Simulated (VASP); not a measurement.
# TiSi2 (P6/mmm) in VASP: notebook, part 2 of 2

VASP 6.6.1. The steps go on from the part before.

## (3) Single point, PBE

This run uses another cell than the first one, of 14.98 Å³/atom.

Input file INCAR:

```
SYSTEM = TiSi2
PREC     = Accurate       ! precision mode
ENCUT    = 520            ! plane-wave cutoff, eV
EDIFF    = 1E-6           ! SCF threshold, eV
ISMEAR   = 0              ! smearing method
SIGMA    = 0.1            ! smearing width, eV
LREAL    = .False.        ! projectors in reciprocal space
LASPH    = .True.         ! aspherical terms in the spheres
NELM     = 60             ! most SCF steps
ALGO     = Normal         ! electronic algorithm
ISIF     = 2              ! what is computed and relaxed
LWAVE    = .False.        ! write WAVECAR
LCHARG   = .False.        ! write CHGCAR
GGA      = PE             ! functional
NBANDS   = 17             ! bands
```

Input file KPOINTS:

```
regular mesh
0
Gamma
  6 6 6
  0 0 0
```

Input file POSCAR:

```
TiSi2
1.0
    3.7999302900      0.0000000000      0.0000000000
   -1.8999651500      3.2908361700      0.0000000000
    0.0000000000      0.0000000000      3.5933147100
Ti Si
1 2
Direct
    0.0000000000      0.0000000000      0.0000000000
    0.3333333300      0.6666666700      0.5000000000
    0.6666666700      0.3333333300      0.5000000000
```

Potentials or basis: VASP PAW PBE potentials, release 64 (Ti_sv, Si).

On the command line:

```bash
> cat potpaw_PBE.64/Ti_sv/POTCAR potpaw_PBE.64/Si/POTCAR > POTCAR
> mpirun -np 1 vasp_std > vasp.out
```

OUTCAR:

```text
SYSTEM = TiSi2
   PREC = Accurate
   ENCUT = 520
   EDIFF = 1E-6
   ISMEAR = 0
   LREAL = .False.
   LASPH = .True.
   NELM = 60
   ISIF = 2
   GGA = PE

 ion  position               nearest neighbor table
   1  0.000  0.000  0.000-   2 2.84   3 2.84   2 2.84   3 2.84   3 2.84   3 2.84   2 2.84   2 2.84
                             3 2.84   3 2.84   2 2.84   2 2.84
   2  0.333  0.667  0.500-   3 2.19   3 2.19   3 2.19   1 2.84   1 2.84   1 2.84   1 2.84   1 2.84
                             1 2.84
   3  0.667  0.333  0.500-   2 2.19   2 2.19   2 2.19   1 2.84   1 2.84   1 2.84   1 2.84   1 2.84
                             1 2.84

  LATTYP: Found a hexagonal cell.
 ALAT       =     3.7999302900
 C/A-ratio  =     0.9456264815

  Lattice vectors:

 A1 = (   3.7999302900,   0.0000000000,   0.0000000000)
 A2 = (  -1.8999651500,   3.2908361700,   0.0000000000)
 A3 = (   0.0000000000,   0.0000000000,   3.5933147100)

Analysis of symmetry for initial positions (statically):
=====================================================================
 Subroutine PRICEL returns:
 Original cell was already a primitive cell.

 Routine SETGRP: Setting up the symmetry group for a
 hexagonal supercell.

 Subroutine GETGRP returns: Found 24 space group operations
 (whereof 24 operations were pure point group operations)
 out of a pool of 24 trial point group operations.

The static configuration has the point symmetry D_6h.

Analysis of symmetry for dynamics (positions and initial velocities):
=====================================================================
 Subroutine PRICEL returns:
 Original cell was already a primitive cell.

 Routine SETGRP: Setting up the symmetry group for a
 hexagonal supercell.

 Subroutine GETGRP returns: Found 24 space group operations
 (whereof 24 operations were pure point group operations)
 out of a pool of 24 trial point group operations.

The dynamic configuration has the point symmetry D_6h.

 Subroutine INISYM returns: Found 24 space group operations
 (whereof 24 operations are pure point group operations),
 and found     1 'primitive' translations

----------------------------------------------------------------------------------------

                                     Primitive cell

  volume of cell :      44.9342

  direct lattice vectors                    reciprocal lattice vectors
     3.799930290  0.000000000  0.000000000     0.263162722  0.151937069  0.000000000
    -1.899965150  3.290836170  0.000000000     0.000000000  0.303874137  0.000000000
     0.000000000  0.000000000  3.593314710     0.000000000  0.000000000  0.278294578

  length of vectors
     3.799930290  3.799930298  3.593314710     0.303874137  0.303874137  0.278294578

  position of ions in fractional coordinates (direct lattice)
     0.000000000  0.000000000  0.000000000
     0.333333330  0.666666670  0.500000000
     0.666666670  0.333333330  0.500000000

  ion indices of the primitive-cell ions
   primitive index   ion index
                 1           1
                 2           2
                 3           3

----------------------------------------------------------------------------------------

 KPOINTS: regular mesh

Automatic generation of k-mesh.
 Grid dimensions read from file:
 generate k-points for:    6    6    6

 Generating k-lattice:

  Cartesian coordinates                     Fractional coordinates (reciprocal lattice)
     0.043860454  0.025322845  0.000000000     0.166666667 -0.000000000  0.000000000
     0.000000000  0.050645689  0.000000000     0.000000000  0.166666667  0.000000000
     0.000000000  0.000000000  0.046382430     0.000000000  0.000000000  0.166666667

  Length of vectors
     0.050645690  0.050645689  0.046382430

  Shift w.r.t. Gamma in fractional coordinates (k-lattice)
     0.000000000  0.000000000  0.000000000

 Subroutine IBZKPT returns following result:
 ===========================================

 Found     28 irreducible k-points:

 Following reciprocal coordinates:
            Coordinates               Weight
  0.000000  0.000000  0.000000      1.000000
  0.166667 -0.000000  0.000000      6.000000
  0.333333 -0.000000  0.000000      6.000000
  0.500000  0.000000  0.000000      3.000000
  0.166667  0.166667  0.000000      6.000000
  0.333333  0.166667  0.000000     12.000000
[... 16 lines left out ...]
  0.166667 -0.000000  0.500000      6.000000
  0.333333 -0.000000  0.500000      6.000000
 [... further k-points ...]
   k-points           NKPTS =     28   k-points in BZ     NKDIM =     28   number of bands    NBANDS=     17
   number of dos      NEDOS =    301   number of ions     NIONS =      3
   total plane-waves  NPLWV =  21952
   dimension x,y,z NGX =    28 NGY =   28 NGZ =   28
   dimension x,y,z NGXF=    56 NGYF=   56 NGZF=   56
   ions per type =               1   2
   NGX,Y,Z   is equivalent  to a cutoff of  12.25, 12.25, 12.95 a.u.
   NGXF,Y,Z  is equivalent  to a cutoff of  24.50, 24.50, 25.91 a.u.
 SYSTEM =  TiSi2
   PREC   = accura    normal or accurate (medium, high low for compatibility)
   ISTART =      0    job   : 0-new  1-cont  2-samecut
   ICHARG =      2    charge: 1-file 2-atom 10-const
   ISPIN  =      1    spin polarized calculation?
   LNONCOLLINEAR =      F non collinear calculations
   LSORBIT =      F    spin-orbit coupling
   LASPH  =      T    aspherical Exc in radial PAW
   ENCUT  =  520.0 eV  38.22 Ry    6.18 a.u.   7.07  7.07  6.68*2*pi/ulx,y,z
   NELM   =     60;   NELMIN=  2; NELMDL= -5     # of ELM steps
   EDIFF  = 0.1E-05   stopping-criterion for ELM
   LREAL  =      F    real-space projection
   EDIFFG = 0.1E-04   stopping-criterion for IOM
   NSW    =      0    number of steps for IOM
   IBRION =     -1    ionic relax: 0-MD 1-quasi-New 2-CG
   NFREE  =      0    steps in history (QN), initial steepest desc. (CG)
   ISIF   =      2    stress and relaxation
   ISYM   =      2    0-nonsym 1-usesym 2-fastsym
   POTIM  = 0.5000    time-step for ionic-motion
   TEBEG  =    0.0;   TEEND  =   0.0 temperature during run
   PSTRESS=    0.0 pullay stress
   NELECT =      20.0000    total number of electrons
   NUPDOWN=      -1.0000    fix difference up-down
   EMIN   =  10.00;   EMAX   =-10.00  energy-range for DOS
   EFERMI =   0.00;   METHOD = LEGACY
   ISMEAR =     0;   SIGMA  =   0.10  broadening in eV -4-tet -1-fermi 0-gaus
   EFERMI_NEDOS =   21; number of points for ismear=-14 and -15
   IALGO  =     38    algorithm
   IMIX   =      4    mixing-type and parameters
     AMIX     =   0.40;   BMIX     =  1.00
     AMIX_MAG =   1.60;   BMIX_MAG =  1.00
  volume/ion in A,a.u.               =      14.98       101.08
  Fermi-wavevector in a.u.,A,eV,Ry     =   1.249949  2.362062 21.257383  1.562374
  Thomas-Fermi vector in A             =   2.383966
   LORBIT       =      0    0 simple, 1 ext, 2 COOP (PROOUT), +10 PAW based schemes
   GGA     = PE    functional components
   LHFCALC =     F    Hartree Fock is set to
   AEXX    =    0.0000 exact exchange contribution
   IVDW    =     0    specifies the selected vdW correction
   LEPSILON=     F    determine dielectric tensor
   LRPA    =     F    only Hartree local field effects (RPA)
 non-spin polarized calculation
 Gauss-broadening in eV      SIGMA  =   0.10
  energy-cutoff  :      520.00
  volume of cell :       44.93
 maximum number of plane-waves:      1226
   NGX = 15   NGY = 15   NGZ = 13

 number of electron      19.9999996 magnetization

 Free energy of the ion-electron system (eV)
  ---------------------------------------------------
  ext. energy  EPLUGINS =         0.00000000
  ---------------------------------------------------
  free energy    TOTEN  =       -18.56856536 eV

  energy without entropy =      -18.55256941  energy(sigma->0) =      -18.56056738

 E-fermi :  10.2828     XC(G=0): -11.3126

 val. band max:       10.2442009619   @ k =   0.3333   0.3333   0.0000
 cond. band min:      10.2892230957   @ k =   0.3333  -0.0000   0.3333
 fundamental gap:      0.0450221338
 Fermi energy:        10.2828351174

 k-point     1 :       0.0000    0.0000    0.0000
  band No.  band energies     occupation
      1     -47.2171      2.00000
      2     -23.4952      2.00000
      3     -23.4870      2.00000
      4     -23.4870      2.00000
      5      -3.3809      2.00000
      6       6.3066      2.00000
[... 457 lines left out ...]
      4     -23.4888      2.00000
      5      -1.0918      2.00000
      6       3.0687      2.00000
[... 9 lines left out ...]
     16      14.3953      0.00000
     17      16.4586      0.00000

 [... further k-points ...]

------------------------ aborting loop because EDIFF is reached ----------------------------------------

  FORCE on cell =-STRESS in cart. coord.  units (eV):
  Direction    XX          YY          ZZ          XY          YZ          ZX
  --------------------------------------------------------------------------------------
  -------------------------------------------------------------------------------------
  Total        3.4780127      3.4780127     -2.2038288     -0.0000000      0.0000000     -0.0000000
  in kB      124.0122537    124.0122541    -78.5798683     -0.0000002      0.0000000     -0.0000000
  external PRESSURE =      56.4815465 kB  Pullay stress =       0.0000000 kB

 VOLUME and BASIS-vectors are now :
 -----------------------------------------------------------------------------
  energy-cutoff  :      520.00
  volume of cell :       44.93
      direct lattice vectors                 reciprocal lattice vectors
     3.799930290  0.000000000  0.000000000     0.263162722  0.151937069  0.000000000
    -1.899965150  3.290836170  0.000000000     0.000000000  0.303874137  0.000000000
     0.000000000  0.000000000  3.593314710     0.000000000  0.000000000  0.278294578

 POSITION                                       TOTAL-FORCE (eV/Angst)
 -----------------------------------------------------------------------------------
      0.00000      0.00000      0.00000         0.000000      0.000000     -0.000000
     -0.00000      2.19389      1.79666        -0.000000      0.000000     -0.000000
      1.89997      1.09695      1.79666         0.000000     -0.000000      0.000000
 -----------------------------------------------------------------------------------
    total drift:                               -0.000000     -0.000000     -0.000000

  FREE ENERGIE OF THE ION-ELECTRON SYSTEM (eV)
  ---------------------------------------------------
  free  energy   TOTEN  =       -18.5685653597 eV

  energy  without entropy=      -18.5525694083  energy(sigma->0) =      -18.56056738
```

Run time: 23 s. Hardware: 1 thread of Intel Xeon Platinum 8375C at 2.90GHz (Ice Lake), shared host; peak memory 0.16 GiB.

What came out:

| Item | Value |
| --- | --- |
| Free energy | -18.5686 eV |
| Pressure | 5.6 GPa |
| Band gap on the k mesh | zero (bands 10 and 11 overlap by 1.23 eV) |

Levels at points of the mesh, in eV from the Fermi level:
| k point | band 7 | band 8 | band 9 | band 10 | band 11 | band 12 | band 13 | band 14 |
| --- | --- | --- | --- | --- | --- | --- | --- | --- |
| (0.00, 0.00, 0.00) | -3.98 | -2.55 | -2.18 | -0.10 | 0.41 | 0.41 | 0.53 | 0.53 |
| (0.50, 0.00, 0.00) | -4.74 | -3.28 | -2.67 | -0.06 | 0.69 | 1.01 | 1.25 | 2.07 |
| (0.00, 0.00, 0.50) | -2.64 | -2.64 | -2.00 | -2.00 | -0.72 | -0.72 | 1.17 | 1.79 |
| (0.50, 0.00, 0.50) | -5.08 | -4.75 | -4.23 | -0.54 | 0.94 | 1.31 | 1.53 | 1.88 |

Caveat: the stress differs along the axes, from -8 to 12 GPa.

## (4) Relaxation of cell and atoms, PBE

This run uses another cell than the first one, of 14.98 Å³/atom.

Input file INCAR:

```
SYSTEM = TiSi2
PREC     = Accurate       ! precision mode
ENCUT    = 600            ! plane-wave cutoff, eV
EDIFF    = 1E-6           ! SCF threshold, eV
ISMEAR   = 0              ! smearing method
SIGMA    = 0.1            ! smearing width, eV
LREAL    = .False.        ! projectors in reciprocal space
LASPH    = .True.         ! aspherical terms in the spheres
NELM     = 80             ! most SCF steps
ALGO     = Normal         ! electronic algorithm
ISIF     = 3              ! what is computed and relaxed
LWAVE    = .False.        ! write WAVECAR
LCHARG   = .False.        ! write CHGCAR
GGA      = PE             ! functional
IBRION   = 2              ! ionic algorithm
NSW      = 90             ! ionic steps
EDIFFG   = -0.04          ! ionic threshold
```

Input file KPOINTS:

```
Automatic mesh
0
Gamma
  6 6 6
  0 0 0
```

POSCAR is that of step 3.

Potentials or basis: VASP PAW PBE potentials, release 64 (Ti_sv, Si).

On the command line:

```bash
> cat potpaw_PBE.64/Ti_sv/POTCAR potpaw_PBE.64/Si/POTCAR > POTCAR
> mpirun -np 1 vasp_std > vasp.out
```

OUTCAR:

```text
SYSTEM = TiSi2
   PREC = Accurate
   ENCUT = 600
   EDIFF = 1E-6
   ISMEAR = 0
   LREAL = .False.
   LASPH = .True.
   NELM = 80
   ISIF = 3
   GGA = PE
   IBRION = 2
   NSW = 90
   EDIFFG = -0.04

 ion  position               nearest neighbor table
   1  0.000  0.000  0.000-   2 2.84   3 2.84   2 2.84   3 2.84   3 2.84   3 2.84   2 2.84   2 2.84
                             3 2.84   3 2.84   2 2.84   2 2.84
   2  0.333  0.667  0.500-   3 2.19   3 2.19   3 2.19   1 2.84   1 2.84   1 2.84   1 2.84   1 2.84
                             1 2.84
   3  0.667  0.333  0.500-   2 2.19   2 2.19   2 2.19   1 2.84   1 2.84   1 2.84   1 2.84   1 2.84
                             1 2.84

  LATTYP: Found a hexagonal cell.
 ALAT       =     3.7999302900
 C/A-ratio  =     0.9456264815

  Lattice vectors:

 A1 = (   3.7999302900,   0.0000000000,   0.0000000000)
 A2 = (  -1.8999651500,   3.2908361700,   0.0000000000)
 A3 = (   0.0000000000,   0.0000000000,   3.5933147100)

Analysis of symmetry for initial positions (statically):
=====================================================================
 Subroutine PRICEL returns:
 Original cell was already a primitive cell.

 Routine SETGRP: Setting up the symmetry group for a
 hexagonal supercell.

 Subroutine GETGRP returns: Found 24 space group operations
 (whereof 24 operations were pure point group operations)
 out of a pool of 24 trial point group operations.

The static configuration has the point symmetry D_6h.

Analysis of symmetry for dynamics (positions and initial velocities):
[... 235 lines left out ...]

 number of electron      20.0000003 magnetization

 E-fermi :   9.5092     XC(G=0): -11.0878

 val. band max:        9.4710728999   @ k =   0.3333  -0.0000   0.3333
 cond. band min:       9.5093272353   @ k =   0.3333   0.3333   0.5000
 fundamental gap:      0.0382543353
 Fermi energy:         9.5092210116

 k-point     1 :       0.0000    0.0000    0.0000
  band No.  band energies     occupation
      1     -48.0114      2.00000
      2     -24.2768      2.00000
      3     -24.2768      2.00000
      4     -24.2641      2.00000
      5      -3.5221      2.00000
      6       5.5531      2.00000
      7       5.5531      2.00000
      8       7.7432      2.00000
      9       7.9908      2.00000
     10       8.4235      2.00000
     11       9.8797      0.00000
     12       9.8797      0.00000
     13      10.0413      0.00000
     14      10.0413      0.00000
[... 575 lines left out ...]
--------------------------------------- Ionic step        8  -------------------------------------------

 number of electron      19.9999996 magnetization

 Free energy of the ion-electron system (eV)
  ---------------------------------------------------
  ext. energy  EPLUGINS =         0.00000000
  ---------------------------------------------------
  free energy    TOTEN  =       -18.83875834 eV

  energy without entropy =      -18.82583317  energy(sigma->0) =      -18.83229575

 E-fermi :  10.4180     XC(G=0): -11.4521

 val. band max:       10.3739678133   @ k =   0.0000   0.0000   0.0000
 cond. band min:      10.4268349307   @ k =   0.1667  -0.0000   0.0000
 fundamental gap:      0.0528671174
 Fermi energy:        10.4179801628

 k-point     1 :       0.0000    0.0000    0.0000
  band No.  band energies     occupation
      1     -46.8448      2.00000
      2     -23.1339      2.00000
      3     -23.1339      2.00000
      4     -23.0623      2.00000
      5      -2.9352      2.00000
      6       5.8745      2.00000
      7       5.8745      2.00000
      8       8.3855      2.00000
      9       8.5925      2.00000
     10      10.3740      1.46634
     11      10.3740      1.46634
     12      10.5573      0.04880
     13      11.3630      0.00000
     14      11.3630      0.00000
[... 421 lines left out ...]
  FREE ENERGIE OF THE ION-ELECTRON SYSTEM (eV)
  ---------------------------------------------------
  free  energy   TOTEN  =       -18.8387583412 eV

  energy  without entropy=      -18.8258331677  energy(sigma->0) =      -18.83229575

 reached required accuracy - stopping structural energy minimisation
```

OSZICAR:

```text
N       E                     dE             d eps       ncg     rms          rms(c)
DAV:   1     0.144668017697E+03    0.14467E+03   -0.10481E+04   784   0.162E+03
[... 83 lines left out ...]
       N       E                     dE             d eps       ncg     rms          rms(c)
DAV:   1    -0.188450956487E+02   -0.71479E-02   -0.25207E-01   874   0.705E+00    0.639E-01
DAV:   2    -0.188412747949E+02    0.38209E-02   -0.54431E-02   962   0.218E+00    0.340E-01
DAV:   3    -0.188392382652E+02    0.20365E-02   -0.15666E-02  1000   0.106E+00    0.176E-01
DAV:   4    -0.188387559845E+02    0.48228E-03   -0.15880E-03  1208   0.371E-01    0.248E-02
DAV:   5    -0.188387551276E+02    0.85688E-06   -0.10106E-04   994   0.789E-02    0.173E-02
DAV:   6    -0.188387576094E+02   -0.24818E-05   -0.16376E-05  1196   0.289E-02    0.855E-03
DAV:   7    -0.188387583412E+02   -0.73178E-06   -0.18817E-06   806   0.139E-02
   8 F= -.18838758E+02 E0= -.18832296E+02  d E =-.731789E-02
```

Wall time 2.4 min (1 thread of Intel Xeon Platinum 8375C at 2.90GHz (Ice Lake), shared host); peak memory 0.18 GiB.

Results:

```
Free energy                           : -18.8388 eV
Relaxed volume                        : 14.72 Å³/atom
Relaxed cell                          : a = 4.014 Å, b = 4.014 Å, c = 3.165 Å, α = 90.00°, β = 90.00°, γ = 120.00°
Space group after relaxing (to 0.1 Å) : P6/mmm (No. 191)
Energy gained by relaxing             : 89.9 meV/atom
Ionic steps                           : 8
Pressure after relaxing               : 0.2 GPa
Band gap on the k mesh                : zero (bands 10 and 11 overlap by 1.45 eV)
```

The path:
| step | energy change (eV) | largest force (eV/Å) | pressure (GPa) | volume (Å³) |
| --- | --- | --- | --- | --- |
| 1 | 0.0000 | 0.0000 | 5.62 | 44.93 |
| 2 | -0.1649 | 0.0000 | -6.29 | 48.31 |
| 3 | -0.1757 | 0.0000 | -4.44 | 47.59 |
| 4 | -0.2444 | 0.0000 | -1.47 | 45.57 |
| 5 | -0.2623 | 0.0000 | 1.58 | 44.03 |
| 6 | -0.2624 | 0.0000 | 1.94 | 43.85 |
| 7 | -0.2689 | 0.0000 | -0.29 | 44.26 |
| 8 | -0.2697 | 0.0000 | 0.24 | 44.16 |

Final structure:
```
Ti Si
1.0
     4.01368    0.00000    0.00000
    -2.00684    3.47594    0.00000
     0.00000    0.00000    3.16498
Ti Si
1 2
Direct
  0.00000 0.00000 0.00000
  0.33333 0.66667 0.50000
  0.66667 0.33333 0.50000
```

Levels at points of the mesh, in eV from the Fermi level:
| k point | band 7 | band 8 | band 9 | band 10 | band 11 | band 12 | band 13 | band 14 |
| --- | --- | --- | --- | --- | --- | --- | --- | --- |
| (0.00, 0.00, 0.00) | -4.54 | -2.03 | -1.83 | -0.04 | -0.04 | 0.14 | 0.95 | 0.95 |
| (0.50, 0.00, 0.00) | -4.93 | -3.64 | -0.90 | 0.21 | 0.34 | 0.67 | 2.82 | 3.46 |
| (0.00, 0.00, 0.50) | -2.36 | -2.36 | -2.36 | -2.36 | -0.81 | -0.81 | 1.07 | 2.49 |
| (0.50, 0.00, 0.50) | -4.97 | -4.88 | -4.43 | -0.29 | 0.84 | 0.96 | 2.07 | 2.21 |

## (5) Overview

```csv
task,cell,cutoff (eV),gap on the mesh (eV),pressure (GPa)
single point,"a = 4.015, b = 4.015, c = 3.159 Å, angles 90.0, 90.0, 120.0°, 3 atoms",520,none,0.3
single point,"a = 3.800, b = 3.800, c = 3.593 Å, angles 90.0, 90.0, 120.0°, 3 atoms",520,none,5.6
relaxation of cell and atoms,"relaxed from a = 3.800, b = 3.800, c = 3.593 Å, angles 90.0, 90.0, 120.0°, 3 atoms",600,none,0.2
```

Alike in all rows: level PBE; potentials or basis VASP PAW PBE potentials, release 64 (Ti_sv, Si); no spin polarisation; k mesh 6 × 6 × 6; smearing gaussian 0.1 eV.

Caveats: the stress differs along the axes, from -8 to 12 GPa (at least some runs).

Total energies depend on the potentials used, so only differences within one code and one set of settings carry meaning.

The gap in the log of VASP goes by the Fermi energy; the results here count the filled bands.